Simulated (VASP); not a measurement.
Wanted: the native input for a VASP 6.6.1 run.

| Quantity | Value |
| --- | --- |
| Task | single point |
| Functional | PBEsol |
| Dispersion | D4 |
| Potentials or basis | VASP PAW PBE potentials, release 64 (Al) |
| Cutoff | 520 eV |
| k mesh | 12 × 12 × 12 |
| Occupations | fermi-dirac, width 0.05 eV |
| Spin | no spin polarisation |
| Dipole correction | no |
| Further INCAR settings | ALGO = Normal; EDIFF = 1e-07; NBANDS = 8 |

The structure of Al lies in POSCAR:

```
Al
1.0
   -1.5933607443      1.5933607443      1.5933607443
    1.5933607443     -1.5933607443      1.5933607443
    1.5933607443      1.5933607443     -1.5933607443
Al
1
Direct
    0.0000000000      0.0000000000      0.0000000000
```

These files were run (other wordings do the same):

INCAR

```
  PREC = Accurate
  ENCUT = 520
  EDIFF = 1E-7
  ISMEAR = -1
  SIGMA = 0.05
  LREAL = False
  LASPH = True
  NELM = 100
  ALGO = Normal
  ISIF = 2
  LWAVE = False
  LCHARG = False
  GGA = PS
  IVDW = 13
  NBANDS = 8
```

KPOINTS

```
regular mesh
0
Gamma
  12 12 12
```

Potentials or basis: VASP PAW PBE potentials, release 64 (Al).

The run is started by

```bash
$ cat potpaw_PBE.64/Al/POTCAR > POTCAR
$ mpirun -np 1 vasp_std > vasp.out
```

Results of the run:

| Item | Value |
| --- | --- |
| Pressure | 0.1 GPa |
| Dispersion energy per atom | -0.204 eV |

Caveat: the PAW data sets were made with another functional, which shifts forces and pressure a little; pairwise dispersion overbinds metals, which lowers pressure and volume.

It took 3.9 s on 1 thread of Intel(R) Xeon(R) 6975P-C (Granite Rapids), with other jobs on the host, peak memory 0.13 GiB.
